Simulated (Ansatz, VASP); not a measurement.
**Ge in VASP and in Ansatz**

```
CELL_PARAMETERS angstrom
0.00000 3.11165 2.82877
2.54589 0.00000 2.82877
2.54589 3.11165 0.00000
ATOMIC_POSITIONS crystal
Ge 0.50000 0.50000 0.50000
Ge 0.75000 0.75000 0.75000
```

Change from the starting cell: strain -0.1000 x Voigt [1, -1, 0, 0, 0, 0], atoms carried along.

Alike in both runs: task single point; functional PBEsol; k mesh 14 × 14 × 14; occupations gaussian, width 0.15 eV; no spin polarisation.

```csv
,VASP,Ansatz
version,VASP 6.6.1,Ansatz 0.2.0
potentials or method,"VASP PAW PBE potentials, release 64 (Ge_d), cutoff 520 eV","scalar-relativistic, plane waves, PAW"
valence electrons in the cell,28,28
```

```csv
,VASP,Ansatz,Ansatz less VASP
gap on the k mesh at the Fermi level (eV),none,none,-
pressure (GPa),0.7,1.1,+0.41
"traceless stress, the component that is largest in VASP (GPa)",-7.26,-7.23,+0.025
```

VASP's potentials were made for PBE, not for PBEsol. A gap of «none» marks a metal or a gap that the smearing closes.
